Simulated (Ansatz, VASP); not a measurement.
**Two plane-wave programs on SnTe**

The input INCAR:

```
SYSTEM = SnTe
  ALGO = Normal
  EDIFF = 1E-7
  ENCUT = 520
  GGA = PE
  ISIF = 2
  ISMEAR = -1
  LASPH = .TRUE.
  LCHARG = .FALSE.
  LREAL = .FALSE.
  LWAVE = .FALSE.
  NBANDS = 17
  NELM = 60
  PREC = Accurate
  SIGMA = 0.05
```

The input KPOINTS:

```
k-points
0
G
  13 13 13
  0 0 0
```

POSCAR

```
SnTe
1.0
    3.8092333229      0.0000000000      0.0000000000
    0.0000000000      3.8092333229      0.0000000000
    0.0000000000      0.0000000000      3.8092333229
Sn Te
1 1
Direct
    0.0000000000      0.0000000000      0.0000000000
    0.5000000000      0.5000000000      0.5000000000
```

Input for Ansatz:

```yaml
crystal:
  lattice:
    - [3.8092333229, 0.0, 0.0]
    - [0.0, 3.8092333229, 0.0]
    - [0.0, 0.0, 3.8092333229]
  atoms:
    - { symbol: Sn, position: [0.0, 0.0, 0.0] }
    - { symbol: Te, position: [0.5, 0.5, 0.5] }
kpoints:
  mp_grid: { grid: [13, 13, 13] }
scf:
  occupations: { method: fermi_dirac, width: 0.05 }
hamiltonian:
  xc: pbe
  pseudopotentials: { kind: paw }
output:
  forces: true
  stress: true
  eigenvalues: true
  populations: true
```

Change from the starting cell: volume scaled by 0.94, PAW files.

Alike in both runs: task single point; functional PBE; k mesh 13 × 13 × 13; occupations fermi-dirac, width 0.05 eV; no spin polarisation.

|  | VASP | Ansatz |
| --- | --- | --- |
| version | VASP 6.6.1 | Ansatz 0.2.0 |
| potentials or method | VASP PAW PBE potentials, release 64 (Sn_d, Te) | PAW with Ansatz's default frozen-core files, scalar-relativistic |
| plane-wave cutoff (eV) | 520 | 420 |
| valence electrons in the cell | 20 | 30 |

|  | VASP | Ansatz | Ansatz less VASP |
| --- | --- | --- | --- |
| pressure (GPa) | 2.8 | 2.8 | +0.04 |

The functional is the same, so the differences come from potentials, cutoffs and numerics. VASP's potentials hold 20 valence electrons a cell and Ansatz's 30, so a difference there can come from the potentials and not from the codes.

Spin-orbit coupling is off throughout.
